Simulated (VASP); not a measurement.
Mo:

```
CELL_PARAMETERS angstrom
-1.56960 1.56960 1.56960
1.56960 -1.56960 1.56960
1.56960 1.56960 -1.56960
ATOMIC_POSITIONS crystal
Mo 0.00000 0.00000 0.00000
```

Base run:

```yaml
Program: VASP 6.6.1
Functional: PBE
Dispersion: D3(BJ)
Potentials_or_basis: VASP PAW PBE potentials, release 64 (Mo_sv)
Cutoff: 500 eV
k_mesh: 8 × 8 × 8
Occupations: fermi-dirac, width 0.0125 eV
Spin: no spin polarisation
```

Its results: band gap on the k mesh zero (band 7 reaches 16.80 eV, above the bottom of band 8 at 11.37 eV); pressure -0.9 GPa.

Q: The run is repeated on the same cell with these changes: dispersion from D3(BJ) to none. What comes out?

A: Band gap on the k mesh zero (band 7 reaches 16.80 eV, above the bottom of band 8 at 11.37 eV); pressure 6.9 GPa.

Dispersion adds attraction, which lowers the pressure at fixed volume and, as a term added to the energy, leaves the levels alone.

Caveats: three body term missing (some runs); pairwise dispersion overbinds metals, which lowers pressure and volume (some runs).
